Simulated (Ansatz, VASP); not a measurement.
# Two plane-wave programs on Lu

File INCAR:

```
SYSTEM = Lu
PREC = Accurate ; ENCUT = 520
EDIFF = 1E-6 ; ISMEAR = -1
SIGMA = 0.1 ; LREAL = .False.
LASPH = .True. ; NELM = 80
ALGO = Normal ; ISIF = 2
LWAVE = .False. ; LCHARG = .False.
GGA = PE ; NBANDS = 32
```

File KPOINTS:

```
regular mesh
0
Gamma
  3 3 2
  0 0 0
```

File POSCAR:

```
Lu
1.0
    3.5070808964      0.0000000000      0.0000000000
   -1.7535404482      3.0372211494      0.0000000000
    0.0000000000      0.0000000000      5.4772888711
Lu
2
Direct
    0.3333333333      0.6666666667      0.2500000000
    0.6666666667      0.3333333333      0.7500000000
```

Input for Ansatz:

```yaml
crystal:
  lattice:
    - [3.5070808964, 0.0, 0.0]
    - [-1.7535404482, 3.0372211494, 0.0]
    - [0.0, 0.0, 5.4772888711]
  atoms:
    - { symbol: Lu, position: [0.3333333333, 0.6666666667, 0.25] }
    - { symbol: Lu, position: [0.6666666667, 0.3333333333, 0.75] }
hamiltonian:
  xc: pbe
  pseudopotentials:
    kind: paw
    azcp:
      Lu: "pseudopotentials/Lu.paw.azcp"
basis:
  ecutwfc: 420
  fft_grid_basis: typed
kpoints:
  mp_grid: { grid: [3, 3, 2], shift: [0, 0, 0] }
magnetization:
  spin_polarized: false
scf:
  occupations: { method: fermi_dirac, width: 0.1 }
  lower_state_search: "off"
output:
  stress: true
```

Alike in both runs: task single point; functional PBE; k mesh 3 × 3 × 2; occupations fermi-dirac, width 0.1 eV; no spin polarisation.

|  | VASP | Ansatz |
| --- | --- | --- |
| version | VASP 6.6.1 | Ansatz 0.2.0 |
| potentials or method | VASP PAW PBE potentials, release 64 (Lu), cutoff 520 eV | plane waves (420 eV) with PAW, scalar-relativistic |
| valence electrons in the cell | 50 | 50 |

VASP gave:

| Item | Value |
| --- | --- |
| pressure (GPa) | -0.5 |
| traceless stress, the component that is largest in VASP (GPa) | -0.54 |

Task: What did Ansatz give for the same quantities?

Result: Pressure (GPa): -0.7; traceless stress, the component that is largest in VASP (GPa): -0.55.

The functional is the same, so the differences come from potentials, cutoffs and numerics.

The k mesh is coarse, so the values compare programs but aren't converged. Spin-orbit coupling is off throughout.
